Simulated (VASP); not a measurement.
The system is K.

```
K
1.0
     4.52498    0.00000    0.00000
    -1.50833    4.26619    0.00000
    -1.50833   -2.13310    3.69463
K
1
Direct
  0.00000 0.00000 0.00000
```

* Program: VASP 6.6.1
* Task: relaxation of cell and atoms
* Functional: LDA
* Potentials or basis: VASP PAW LDA potentials, release 64 (K_sv)
* Cutoff: 600 eV
* k mesh: 6 × 6 × 6
* Occupations: fermi-dirac, width 0.05 eV
* Spin: no spin polarisation

At the start: pressure -0.4 GPa; volume 71.32 Å³/atom.

Task: How do energy, volume and symmetry change on relaxing?

Result: Over 5 steps the energy falls by 8.3 meV/atom and the volume is 64.65 Å³/atom (-9.4 %); space group Im-3m (No. 229, to 0.1 Å) before and after.

The path:
```
step  energy change (eV)  largest force (eV/Å)  pressure (GPa)  volume (Å³)
   1              0.0000                0.0000           -0.36        71.32
   2             -0.0034                0.0000           -0.29        69.66
   3             -0.0076                0.0000           -0.12        66.41
   4             -0.0037                0.0000            0.35        60.22
   5             -0.0083                0.0000           -0.01        64.65
```

Final structure:
```yaml
crystal:
  lattice:
    - [4.37912, 0.00000, 0.00000]
    - [-1.45971, 4.12867, 0.00000]
    - [-1.45971, -2.06434, 3.57554]
  atoms:
    - { symbol: K, position: [0.00000, 0.00000, 0.00000] }
```
